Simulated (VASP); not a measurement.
Here is a VASP 6.6.1 calculation.

The input INCAR:

```
PREC = Accurate ; ENCUT = 500
EDIFF = 1E-6 ; ISMEAR = 0
SIGMA = 0.1 ; LREAL = F
LASPH = T ; NELM = 120
ALGO = Normal ; ISIF = 2
LWAVE = F ; LCHARG = F
GGA = PE ; NBANDS = 11
GGA_COMPAT = F
```

KPOINTS

```
regular mesh
0
Gamma
  6 6 6
```

The input POSCAR:

```
AlAs
1.0
    0.0000000000      2.8303999900      2.8303999900
    2.8303999900      0.0000000000      2.8303999900
    2.8303999900      2.8303999900      0.0000000000
Al As
1 1
Direct
    0.0000000000      0.0000000000      0.0000000000
    0.2500000000      0.2500000000      0.2500000000
```

Potentials or basis: VASP PAW PBE potentials, release 64 (Al, As).

Launch:

```console
$ cat potpaw_PBE.64/Al/POTCAR potpaw_PBE.64/As/POTCAR > POTCAR
$ mpirun -np 1 vasp_std > vasp.out
```

**Question.** What does it give for the band gap on the k mesh?

**Answer.** 1.43 eV (least direct gap 2.06 eV).

**Question.** What does it give for the pressure?

**Answer.** 2.8 GPa.

A k mesh can miss the band edges.
